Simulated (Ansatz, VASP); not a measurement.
One calculation of SnO2, two programs

File INCAR:

```
SYSTEM = SnO2
PREC = Accurate
ENCUT = 520
EDIFF = 1E-6
ISMEAR = 0
SIGMA = 0.05
LREAL = .False.
LASPH = .True.
NELM = 100
ALGO = Normal
ISIF = 2
LWAVE = .False.
LCHARG = .False.
GGA = CA
NBANDS = 35
```

KPOINTS

```
regular mesh
0
Gamma
  6 6 8
  0 0 0
```

POSCAR

```
SnO2
1.0
    4.6455914113      0.0000000000      0.0000000000
    0.0000000000      4.6460842930      0.0000000000
    0.0000000000      0.0000000000      3.1384636093
Sn O
2 4
Direct
    0.5000000000      0.5000000000      0.5000000000
    0.0000000000      0.0000000000      0.0000000000
    0.3059920358      0.3234744991      0.0000000000
    0.8059920358      0.1765255009      0.5000000000
    0.1940079642      0.8234744991      0.5000000000
    0.6940079642      0.6765255009      0.0000000000
```

Input for Ansatz:

```yaml
crystal:
  lattice:
    - [4.6455914113, 0.0, 0.0]
    - [0.0, 4.646084293, 0.0]
    - [0.0, 0.0, 3.1384636093]
  atoms:
    - { symbol: Sn, position: [0.5, 0.5, 0.5] }
    - { symbol: Sn, position: [0.0, 0.0, 0.0] }
    - { symbol: O, position: [0.3059920358, 0.3234744991, 0.0] }
    - { symbol: O, position: [0.8059920358, 0.1765255009, 0.5] }
    - { symbol: O, position: [0.1940079642, 0.8234744991, 0.5] }
    - { symbol: O, position: [0.6940079642, 0.6765255009, 0.0] }
basis:
  ecutwfc: 520.0
kpoints:
  mp_grid: { grid: [6, 6, 8] }
hamiltonian:
  xc: lda
  pseudopotentials: { kind: paw, azcp: { folder: soft_1 } }
scf:
  occupations: { method: gaussian, width: 0.05 }
output:
  forces: true
  stress: true
  eigenvalues: true
```

Alike in both runs: task single point; functional LDA; k mesh 6 × 6 × 8; occupations gaussian, width 0.05 eV; no spin polarisation.

|  | VASP | Ansatz |
| --- | --- | --- |
| version | VASP 6.6.1 | Ansatz 0.2.0 |
| potentials or method | VASP PAW LDA potentials, release 64 (Sn_d, O), cutoff 520 eV | scalar-relativistic, plane waves, PAW |
| valence electrons in the cell | 52 | 52 |

Ansatz gave:

* gap on the k mesh at the Fermi level (eV): 1.93
* least direct gap on the mesh (eV): 1.93
* pressure (GPa): 14.5
* traceless stress, the component that is largest in VASP (GPa): 5.66
* rms of the force components (eV/Å): 0.830

Problem. Estimate VASP's values.

Solution. gap on the k mesh at the Fermi level (eV): 1.96; least direct gap on the mesh (eV): 1.96; pressure (GPa): 16.2; traceless stress, the component that is largest in VASP (GPa): 6.50; rms of the force components (eV/Å): 0.865.

Ansatz warns that its potentials were made for another functional, while VASP's fit it. LDA's correlation is that of Perdew and Zunger in VASP and of Perdew and Wang (1992) in Ansatz. Atom by atom the forces differ by 0.035 eV/Å (rms over components).
